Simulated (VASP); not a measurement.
Write the native input for VASP 6.6.1 that does the following.

```
Task                   : single point
Functional             : PBE
Potentials or basis    : VASP PAW PBE potentials, release 64 (Au)
Cutoff                 : 520 eV
k mesh                 : 11 × 11 × 11
Occupations            : fermi-dirac, width 0.1 eV
Spin                   : no spin polarisation
Dipole correction      : no
Further INCAR settings : ALGO = Fast; EDIFF = 1e-07; NBANDS = 12
```

The structure of Au lies in POSCAR:

```
Au
1.0
    2.8073190000     -0.0433470000     -0.0008520000
   -0.0433470000      2.6634960000     -0.0240980000
   -0.0008520000     -0.0240980000      2.7774360000
Au
1
Direct
    0.4894220000      0.4834150000      0.4898520000
```

These files were run (other wordings do the same):

INCAR

```
SYSTEM = Au
PREC = Accurate
ENCUT = 520
EDIFF = 1E-7
ISMEAR = -1
SIGMA = 0.1
LREAL = .False.
LASPH = .True.
NELM = 100
ALGO = Fast
ISIF = 2
LWAVE = .False.
LCHARG = .True.
GGA = PE
LELF = .True.
LVHAR = .True.
NBANDS = 12
```

KPOINTS

```
Automatic mesh
0
Gamma
  11 11 11
  0 0 0
```

Potentials or basis: VASP PAW PBE potentials, release 64 (Au).

Launch:

```console
$ cat potpaw_PBE.64/Au/POTCAR > POTCAR
$ mpirun -np 1 vasp_std > vasp.out
```

Results of the run:

| Quantity | Value |
| --- | --- |
| Pressure | 0.5 GPa |
| Band gap on the k mesh | zero (an odd number of electrons rules out a gap without spin polarisation) |

Caveat: the stress differs along the axes, from -5 to 9 GPa; spin-orbit coupling is left out, which moves the levels of the heavy elements.

Wall time 70 s on 1 thread of AMD EPYC 9R45 96-Core Processor (Zen 5) (shared host), peak memory 0.23 GiB.
